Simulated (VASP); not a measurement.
Input of a VASP 6.6.1 run:

The input POSCAR:

```
CdSe
1.0
    0.0000000000      3.0385000000      3.0385000000
    3.0385000000      0.0000000000      3.0385000000
    3.0385000000      3.0385000000      0.0000000000
Cd Se
1 1
Direct
    0.0000000000      0.0000000000      0.0000000000
    0.2500000000      0.2500000000      0.2500000000
```

File INCAR.step1:

```
SYSTEM = CdSe
  PREC = Accurate
  ENCUT = 520
  ISMEAR = 0
  SIGMA = 0.01
  LREAL = .False.
  LASPH = .True.
  NELM = 60
  NBANDS = 16
  GGA = PE
  ALGO = Normal
  EDIFF = 1E-4
  LWAVE = .True.
  LCHARG = .False.
```

The input INCAR.step2:

```
SYSTEM = CdSe
  PREC = Accurate
  ENCUT = 520
  EDIFF = 1E-7
  ISMEAR = 0
  SIGMA = 0.01
  LREAL = .False.
  LASPH = .True.
  NELM = 60
  ALGO = Normal
  ISIF = 2
  LWAVE = .False.
  LCHARG = .False.
  METAGGA = R2SCAN
  LMIXTAU = .True.
  NBANDS = 16
  ISTART = 1
```

KPOINTS

```
regular mesh
0
Gamma
  6 6 6
  0 0 0
```

Potentials or basis: VASP PAW PBE potentials, release 64 (Cd, Se).

Command:

```console
$ cat potpaw_PBE.64/Cd/POTCAR potpaw_PBE.64/Se/POTCAR > POTCAR
$ cp INCAR.step1 INCAR
$ mpirun -np 1 vasp_std > vasp.out
$ cp INCAR.step2 INCAR
$ mpirun -np 1 vasp_std > vasp.out
```

(1) Estimate the band gap on the k mesh.

(2) Predict the pressure.

Results:

(1) 1.09 eV, direct.

(2) 1.8 GPa.

Caveat: the PAW data sets were made with another functional, which shifts forces and pressure a little.
